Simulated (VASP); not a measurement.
# Ti6H in VASP: a series of runs

The runs below take Ti6H through single point, with PBE.

Program: VASP 6.6.1. These are calculated values, not measurements. Logs are shortened: lines on timing, memory, paths and dates and some standing lists are left out, and cuts for length are marked.

## 1. The cell of the first run

The cell holds a slab with vacuum, 14 atoms: a = 5.664 Å, b = 4.579 Å, c = 24.551 Å, α = 90.00°, β = 90.00°, γ = 90.00°.

## 2. Single point, PBE

INCAR reads:

```
PREC = Accurate
ENCUT = 520
EDIFF = 1E-6
ISMEAR = 0
SIGMA = 0.1
LREAL = False
LASPH = True
NELM = 60
ALGO = Normal
ISIF = 2
LWAVE = False
LCHARG = False
LDIPOL = True
IDIPOL = 3
DIPOL = 0.5 0.5 0.331
GGA = PE
NBANDS = 86
```

KPOINTS reads:

```
Automatic mesh
0
Gamma
  5 6 1
```

POSCAR reads:

```
Ti6H
1.0
    5.6639455763      0.0000000000      0.0000000000
    0.0000000000      4.5793473381      0.0000000000
    0.0000000000      0.0000000000     24.5506933039
Ti H
12 2
Direct
    0.2500000000      0.0000000000      0.1629281891
    0.7500000000      0.0000000000      0.1629281891
    0.0000000000      0.5000000000      0.2167736627
    0.5000000000      0.5000000000      0.2167736627
    0.2500000000      0.0000000000      0.2706191363
    0.7500000000      0.0000000000      0.2706191363
    0.2500000000      0.5000000000      0.3256599435
    0.7500000000      0.5000000000      0.3256599435
    0.0000000000      0.0000000000      0.3779650127
    0.5000000000      0.0000000000      0.3779650127
    0.2500000000      0.5000000000      0.4297513383
    0.7500000000      0.5000000000      0.4297513383
   -0.0811271920      0.0000000000      0.5356546612
    0.0811271920      0.0000000000      0.5356546612
```

Potentials or basis: VASP PAW PBE potentials, release 64 (Ti_sv, H).

Run with:

```
$ cat potpaw_PBE.64/Ti_sv/POTCAR potpaw_PBE.64/H/POTCAR > POTCAR
$ mpirun -np 1 vasp_std > vasp.out
```

OUTCAR:

```text
PREC = Accurate
   ENCUT = 520
   EDIFF = 1E-6
   ISMEAR = 0
   LREAL = False
   LASPH = True
   NELM = 60
   ISIF = 2
   GGA = PE

 ion  position               nearest neighbor table
   1  0.250  0.000  0.163-   5 2.64   2 2.83   2 2.83
   2  0.750  0.000  0.163-   6 2.64   1 2.83   1 2.83
   3  0.000  0.500  0.217-   4 2.83   4 2.83
   4  0.500  0.500  0.217-   3 2.83   3 2.83
   5  0.250  0.000  0.271-   1 2.64   7 2.66   7 2.66   6 2.83   6 2.83
   6  0.750  0.000  0.271-   2 2.64   8 2.66   8 2.66   5 2.83   5 2.83
   7  0.250  0.500  0.326-  11 2.56   5 2.66   5 2.66   8 2.83   8 2.83
   8  0.750  0.500  0.326-  12 2.56   6 2.66   6 2.66   7 2.83   7 2.83
   9  0.000  0.000  0.378-  10 2.83  10 2.83
  10  0.500  0.000  0.378-   9 2.83   9 2.83
  11  0.250  0.500  0.430-   7 2.56  12 2.83  12 2.83
  12  0.750  0.500  0.430-   8 2.56  11 2.83  11 2.83
  13  0.919  0.000  0.536-
  14  0.081  0.000  0.536-

  LATTYP: Found a simple orthorhombic cell.
 ALAT       =     4.5793473381
 B/A-ratio  =     1.2368455935
 C/A-ratio  =     5.3611773668

  Lattice vectors:

 A1 = (   0.0000000000,  -4.5793473381,   0.0000000000)
 A2 = (   5.6639455763,   0.0000000000,   0.0000000000)
 A3 = (   0.0000000000,   0.0000000000,  24.5506933039)

Analysis of symmetry for initial positions (statically):
=====================================================================
 Subroutine PRICEL returns:
 Original cell was already a primitive cell.

 Routine SETGRP: Setting up the symmetry group for a
 simple orthorhombic supercell.

 Subroutine GETGRP returns: Found  4 space group operations
 (whereof  4 operations were pure point group operations)
 out of a pool of  8 trial point group operations.

The static configuration has the point symmetry C_2v.

Analysis of symmetry for dynamics (positions and initial velocities):
=====================================================================
 Subroutine PRICEL returns:
 Original cell was already a primitive cell.

 Routine SETGRP: Setting up the symmetry group for a
 simple orthorhombic supercell.

 Subroutine GETGRP returns: Found  4 space group operations
 (whereof  4 operations were pure point group operations)
 out of a pool of  8 trial point group operations.

The dynamic configuration has the point symmetry C_2v.

 Subroutine INISYM returns: Found  4 space group operations
 (whereof  4 operations are pure point group operations),
 and found     1 'primitive' translations
[... 128 lines left out ...]
  Fermi-wavevector in a.u.,A,eV,Ry     =   1.001991  1.893488 13.660047  1.003985
  Thomas-Fermi vector in A             =   2.134449
   LORBIT       =      0    0 simple, 1 ext, 2 COOP (PROOUT), +10 PAW based schemes
   GGA     = PE    functional components
   LHFCALC =     F    Hartree Fock is set to
   AEXX    =    0.0000 exact exchange contribution
   IVDW    =     0    specifies the selected vdW correction
   LEPSILON=     F    determine dielectric tensor
   LRPA    =     F    only Hartree local field effects (RPA)
 non-spin polarized calculation
 Gauss-broadening in eV      SIGMA  =   0.10
  energy-cutoff  :      520.00
  volume of cell :      636.78
 maximum number of plane-waves:     17211
 NGX is ok and might be reduce to    42
   NGX = 21   NGY = 17   NGZ = 91

 dipolmoment           0.000000      0.000000      0.481074 electrons x Angstroem

 number of electron     146.0000057 magnetization

 dipolmoment           0.000000      0.000000     -0.001668 electrons x Angstroem

 Free energy of the ion-electron system (eV)
  ---------------------------------------------------
  ext. energy  EPLUGINS =         0.00000000
  ---------------------------------------------------
  free energy    TOTEN  =       -93.25682782 eV

  energy without entropy =      -93.15906028  energy(sigma->0) =      -93.20794405

 E-fermi :   0.5830     XC(G=0):  -4.8520

 val. band max:        0.5692681396   @ k =   0.2000   0.1667   0.0000
 cond. band min:       0.5929179924   @ k =   0.2000   0.3333   0.0000
 fundamental gap:      0.0236498529
 Fermi energy:         0.5830091747

 k-point     1 :       0.0000    0.0000    0.0000
  band No.  band energies     occupation
      1     -56.3966      2.00000
      2     -56.3444      2.00000
      3     -56.3358      2.00000
      4     -56.2789      2.00000
      5     -56.2680      2.00000
      6     -56.2374      2.00000
[... 1045 lines left out ...]
     84       1.1437      0.00000
     85       1.1675      0.00000
 [bands above 85 left out]

------------------------ aborting loop because EDIFF is reached ----------------------------------------

 vacuum level on the upper side and lower side of the slab       (xc-potential included)        -0.161        -0.126

  FORCE on cell =-STRESS in cart. coord.  units (eV):
  Direction    XX          YY          ZZ          XY          YZ          ZX
  --------------------------------------------------------------------------------------
  -------------------------------------------------------------------------------------
  Total       -9.1558995    -11.6588064     -1.8570585      0.0000000      0.0000000      0.0000000
  in kB      -23.0369608    -29.3344706     -4.6725048      0.0000000      0.0000000      0.0000000
  external PRESSURE =     -19.0146454 kB  Pullay stress =       0.0000000 kB

 VOLUME and BASIS-vectors are now :
 -----------------------------------------------------------------------------
  energy-cutoff  :      520.00
  volume of cell :      636.78
      direct lattice vectors                 reciprocal lattice vectors
     5.663945576  0.000000000  0.000000000     0.176555369  0.000000000  0.000000000
     0.000000000  4.579347338  0.000000000     0.000000000  0.218371730  0.000000000
     0.000000000  0.000000000 24.550693304     0.000000000  0.000000000  0.040732047

 POSITION                                       TOTAL-FORCE (eV/Angst)
 -----------------------------------------------------------------------------------
      1.41599      0.00000      4.00000         0.000543      0.000000      0.379859
      4.24796      0.00000      4.00000        -0.000543      0.000000      0.379859
      0.00000      2.28967      5.32194        -0.000000      0.000000     -0.003490
      2.83197      2.28967      5.32194        -0.000000      0.000000     -0.003374
      1.41599      0.00000      6.64389         0.011544      0.000000     -0.346247
      4.24796      0.00000      6.64389        -0.011544      0.000000     -0.346247
      1.41599      2.28967      7.99518         0.000585      0.000000     -0.010439
      4.24796      2.28967      7.99518        -0.000585      0.000000     -0.010439
      0.00000      0.00000      9.27930        -0.000000      0.000000     -0.044355
      2.83197      0.00000      9.27930        -0.000000      0.000000      0.011976
      1.41599      2.28967     10.55069         0.058967     -0.000000     -0.077693
      4.24796      2.28967     10.55069        -0.058967      0.000000     -0.077693
      5.20445      0.00000     13.15069         3.379213      0.000000      0.074140
      0.45950      0.00000     13.15069        -3.379213      0.000000      0.074140
 -----------------------------------------------------------------------------------
    total drift:                                0.000000      0.000000      0.000006

  FREE ENERGIE OF THE ION-ELECTRON SYSTEM (eV)
  ---------------------------------------------------
  free  energy   TOTEN  =       -93.2568278236 eV

  energy  without entropy=      -93.1590602817  energy(sigma->0) =      -93.20794405

 vacuum level on the upper side and lower side of the slab         3.830         3.869
```

OSZICAR:

```text
N       E                     dE             d eps       ncg     rms          rms(c)
DAV:   1     0.183204523578E+04    0.18320E+04   -0.78945E+04  2440   0.168E+03
DAV:   2     0.164552243386E+03   -0.16675E+04   -0.16402E+04  2082   0.545E+02
DAV:   3    -0.562516568899E+02   -0.22080E+03   -0.21427E+03  3304   0.174E+02
[... 31 lines left out ...]
DAV:  35    -0.932568196961E+02   -0.66044E-05   -0.38471E-07  1400   0.353E-03    0.208E-03
DAV:  36    -0.932568230737E+02   -0.33776E-05   -0.32603E-07  1360   0.292E-03    0.138E-03
DAV:  37    -0.932568255631E+02   -0.24894E-05   -0.23850E-07  1280   0.248E-03    0.162E-03
DAV:  38    -0.932568270287E+02   -0.14656E-05   -0.10300E-07  1272   0.136E-03    0.106E-03
DAV:  39    -0.932568278236E+02   -0.79487E-06   -0.49886E-08  1248   0.106E-03
   1 F= -.93256828E+02 E0= -.93207944E+02  d E =-.977675E-01
```

Run time: 62 min. Hardware: 1 thread of AMD EPYC 7R13, shared host; peak memory 0.87 GiB.

What came out:

```yaml
Free_energy: -93.2568 eV
Largest_force: 3.380 eV/Å
Band_gap_on_the_k_mesh: zero (bands 73 and 74 overlap by 0.12 eV)
```

Forces in eV/Å, atoms in the order of the input:
```
Ti   0.001  0.000  0.380
Ti  -0.001  0.000  0.380
Ti   0.000  0.000 -0.003
Ti   0.000  0.000 -0.003
Ti   0.012  0.000 -0.346
Ti  -0.012  0.000 -0.346
Ti   0.001  0.000 -0.010
Ti  -0.001  0.000 -0.010
Ti   0.000  0.000 -0.044
Ti   0.000  0.000  0.012
Ti   0.059  0.000 -0.078
Ti  -0.059  0.000 -0.078
H    3.379  0.000  0.074
H   -3.379  0.000  0.074
```

## 3. Single point, PBE

INCAR reads:

```
PREC = Accurate
ENCUT = 520
EDIFF = 1E-7
ISMEAR = 0
SIGMA = 0.1
LREAL = F
LASPH = T
NELM = 100
ALGO = Normal
ISIF = 2
LWAVE = F
LCHARG = T
LDIPOL = T
IDIPOL = 3
DIPOL = 0.5 0.5 0.324
GGA = PE
LELF = T
LVHAR = T
LVACPOTAV = T
NBANDS = 86
```

KPOINTS is that of step 2.

POSCAR, as its differences from that of step 2:

```diff
@@ -20,3 +20,3 @@
     0.7500000000      0.5000000000      0.4297513383
-   -0.0811271920      0.0000000000      0.5356546612
-    0.0811271920      0.0000000000      0.5356546612
+   -0.1042559453      0.0000000000      0.4871835250
+    0.1042559453      0.0000000000      0.4871835250
```

Potentials or basis: VASP PAW PBE potentials, release 64 (Ti_sv, H).

Run with:

```
$ cat potpaw_PBE.64/Ti_sv/POTCAR potpaw_PBE.64/H/POTCAR > POTCAR
$ mpirun -np 1 vasp_std > vasp.out
```

Wall time 64 min (1 thread of AMD EPYC 7R13, shared host); peak memory 0.87 GiB.

The run converged. Its results:

```
Free energy            : -92.5612 eV
Largest force          : 2.032 eV/Å
Band gap on the k mesh : zero (bands 73 and 74 overlap by 0.12 eV)
```

Forces on the atoms (eV/Å):
```
Ti  -0.005  0.000  0.429
Ti   0.005  0.000  0.429
Ti   0.000  0.000 -0.063
Ti   0.000  0.000 -0.037
Ti   0.025  0.000 -0.373
Ti  -0.025  0.000 -0.373
Ti  -0.020  0.000  0.074
Ti   0.020  0.000  0.074
Ti   0.000  0.000  0.767
Ti   0.000  0.000  0.006
Ti   0.137  0.000  0.089
Ti  -0.137  0.000  0.089
H    1.955  0.000 -0.556
H   -1.955  0.000 -0.556
```

Levels at points of the mesh, in eV from the Fermi level:
```tsv
k point	band 71	band 72	band 73	band 74	band 75	band 76
(0.00, 0.00, 0.00)	-0.46	-0.17	-0.05	0.03	0.05	0.25
(0.00, 0.50, 0.00)	-0.26	-0.17	0.00	0.23	0.30	0.33
```

## 4. Single point, PBE

INCAR reads:

```
PREC = Accurate ; ENCUT = 520
EDIFF = 1E-6 ; ISMEAR = 0
SIGMA = 0.1 ; LREAL = F
LASPH = T ; NELM = 80
ALGO = Normal ; ISIF = 2
LWAVE = F ; LCHARG = F
LDIPOL = T ; IDIPOL = 3
DIPOL = 0.5 0.5 0.324 ; GGA = PE
NBANDS = 86
```

KPOINTS reads:

```
regular mesh
0
Gamma
  5 6 1
```

POSCAR, as its differences from that of step 3:

```diff
@@ -20,3 +20,3 @@
     0.7500000000      0.5000000000      0.4297513383
-   -0.1042559453      0.0000000000      0.4871835250
-    0.1042559453      0.0000000000      0.4871835250
+   -0.2339358636      0.0000000000      0.4871835250
+    0.2339358636      0.0000000000      0.4871835250
```

Run with:

```
$ cat potpaw_PBE.64/Ti_sv/POTCAR potpaw_PBE.64/H/POTCAR > POTCAR
$ mpirun -np 1 vasp_std > vasp.out
```

Wall time 64 min (1 thread of AMD EPYC 7R13, shared host); peak memory 0.87 GiB.

The run converged. Its results:

```
Free energy            : -92.2278 eV
Largest force          : 1.496 eV/Å
Band gap on the k mesh : zero (bands 73 and 74 overlap by 0.22 eV)
```

Forces in eV/Å, atoms in the order of the input:
```
Ti   0.000  0.000  0.477
Ti   0.000  0.000  0.477
Ti   0.000  0.000 -0.092
Ti   0.000  0.000 -0.092
Ti   0.001  0.000 -0.380
Ti  -0.001  0.000 -0.380
Ti  -0.003  0.000  0.086
Ti   0.003  0.000  0.086
Ti   0.000  0.000  0.605
Ti   0.000  0.000  0.362
Ti  -0.025  0.000  0.919
Ti   0.025  0.000  0.919
H   -0.075  0.000 -1.494
H    0.075  0.000 -1.494
```

Levels at points of the mesh, in eV from the Fermi level:
| k point | band 69 | band 70 | band 71 | band 72 | band 73 | band 74 | band 75 | band 76 | band 77 | band 78 |
| --- | --- | --- | --- | --- | --- | --- | --- | --- | --- | --- |
| (0.00, 0.00, 0.00) | -0.60 | -0.52 | -0.35 | -0.11 | -0.04 | 0.08 | 0.10 | 0.27 | 0.28 | 0.32 |
| (0.00, 0.50, 0.00) | -0.49 | -0.27 | -0.26 | -0.18 | -0.16 | 0.07 | 0.24 | 0.31 | 0.33 | 0.52 |

## 5. Single point, PBE

INCAR reads:

```
SYSTEM = Ti6H
PREC     = Accurate       ! precision mode
ENCUT    = 520            ! plane-wave cutoff, eV
EDIFF    = 1E-6           ! SCF threshold, eV
ISMEAR   = 0              ! smearing method
SIGMA    = 0.1            ! smearing width, eV
LREAL    = .False.        ! projectors in reciprocal space
LASPH    = .True.         ! aspherical terms in the spheres
NELM     = 80             ! most SCF steps
ALGO     = Normal         ! electronic algorithm
ISIF     = 2              ! what is computed and relaxed
LWAVE    = .False.        ! write WAVECAR
LCHARG   = .False.        ! write CHGCAR
LDIPOL   = .True.       
IDIPOL   = 3            
DIPOL    = 0.5 0.5 0.326
GGA      = PE             ! functional
NBANDS   = 86             ! bands
```

KPOINTS reads:

```
regular mesh
0
Gamma
  5 6 1
  0 0 0
```

POSCAR, as its differences from that of step 4:

```diff
@@ -20,3 +20,3 @@
     0.7500000000      0.5000000000      0.4297513383
-   -0.2339358636      0.0000000000      0.4871835250
-    0.2339358636      0.0000000000      0.4871835250
+   -0.0662082633      0.0000000000      0.5002177801
+    0.0662082633      0.0000000000      0.5002177801
```

Run with:

```
$ cat potpaw_PBE.64/Ti_sv/POTCAR potpaw_PBE.64/H/POTCAR > POTCAR
$ mpirun -np 1 vasp_std > vasp.out
```

It took 71 min on 1 thread of Intel Xeon 8259CL, shared host; peak memory 0.88 GiB.

It converged, with:

```yaml
Free_energy: -93.3287 eV
Largest_force: 0.564 eV/Å
Band_gap_on_the_k_mesh: zero (bands 73 and 74 overlap by 0.12 eV)
```

Forces on the atoms (eV/Å):
```
Ti  -0.003  0.000  0.396
Ti   0.003  0.000  0.396
Ti   0.000  0.000 -0.035
Ti   0.000  0.000 -0.020
Ti   0.025  0.000 -0.357
Ti  -0.025  0.000 -0.357
Ti  -0.011  0.000  0.062
Ti   0.011  0.000  0.062
Ti   0.000  0.000 -0.008
Ti   0.000  0.000 -0.034
Ti   0.202  0.000 -0.220
Ti  -0.202  0.000 -0.220
H   -0.538  0.000  0.168
H    0.538  0.000  0.168
```

Levels at points of the mesh, in eV from the Fermi level:
```
           k point  band 69  band 70  band 71  band 72  band 73  band 74  band 75  band 76  band 77  band 78
(0.00, 0.00, 0.00)    -0.66    -0.60    -0.39    -0.16    -0.04     0.03     0.05     0.22     0.27     0.33
(0.00, 0.50, 0.00)    -0.31    -0.25    -0.24    -0.17    -0.17     0.23     0.30     0.34     0.44     0.56
```

## 6. Single point, PBE

INCAR reads:

```
SYSTEM = Ti6H
ALGO = Normal ; DIPOL = 0.5 0.5 0.334
EDIFF = 1E-7 ; ENCUT = 520
GGA = PE ; IDIPOL = 3
ISIF = 2 ; ISMEAR = 0
LASPH = .True. ; LCHARG = .False.
LDIPOL = .True. ; LREAL = .False.
LWAVE = .False. ; NBANDS = 86
NELM = 60 ; PREC = Accurate
SIGMA = 0.1
```

KPOINTS reads:

```
k-points
0
Gamma
  5 6 1
  0 0 0
```

POSCAR, as its differences from that of step 5:

```diff
@@ -20,3 +20,3 @@
     0.7500000000      0.5000000000      0.4297513383
-   -0.0662082633      0.0000000000      0.5002177801
-    0.0662082633      0.0000000000      0.5002177801
+   -0.0662082633      0.0000000000      0.5519474801
+    0.0662082633      0.0000000000      0.5519474801
```

Potentials or basis: VASP PAW PBE potentials, release 64 (Ti_sv, H).

Run with:

```
$ cat potpaw_PBE.64/Ti_sv/POTCAR potpaw_PBE.64/H/POTCAR > POTCAR
$ mpirun -np 1 vasp_std > vasp.out
```

It took 73 min on 1 thread of Intel Xeon 8259CL, shared host; peak memory 0.89 GiB.

It converged, with:

```yaml
Free_energy: -93.6456 eV
Largest_force: 0.378 eV/Å
Band_gap_on_the_k_mesh: zero (bands 73 and 74 overlap by 0.12 eV)
```

Forces on the atoms (eV/Å):
```
Ti   0.000  0.000  0.378
Ti   0.000  0.000  0.378
Ti   0.000  0.000 -0.002
Ti   0.000  0.000 -0.002
Ti   0.005  0.000 -0.339
Ti  -0.005  0.000 -0.339
Ti  -0.001  0.000 -0.016
Ti   0.001  0.000 -0.016
Ti   0.000  0.000 -0.030
Ti   0.000  0.000  0.002
Ti   0.029  0.000 -0.054
Ti  -0.029  0.000 -0.054
H   -0.030  0.000  0.046
H    0.030  0.000  0.046
```

Levels at points of the mesh, in eV from the Fermi level:
| k point | band 71 | band 72 | band 73 | band 74 | band 75 | band 76 |
| --- | --- | --- | --- | --- | --- | --- |
| (0.00, 0.00, 0.00) | -0.34 | -0.16 | -0.03 | 0.06 | 0.08 | 0.16 |
| (0.00, 0.50, 0.00) | -0.24 | -0.21 | -0.18 | 0.23 | 0.24 | 0.38 |

## 7. Overview

```csv
cell,gap on the mesh (eV),largest force (eV/Å)
"as given, atomic positions A",none,3.38
"as given, atomic positions B",none,2.03
"as given, atomic positions C",none,1.50
"as given, atomic positions D",none,0.56
"as given, atomic positions E",none,0.38
```

Alike in all rows: task single point; level PBE; potentials or basis VASP PAW PBE potentials, release 64 (Ti_sv, H); no spin polarisation; k mesh 5 × 6 × 1; cutoff (eV) 520; smearing gaussian 0.1 eV.

Total energies depend on the potentials used, so only differences within one code and one set of settings carry meaning.
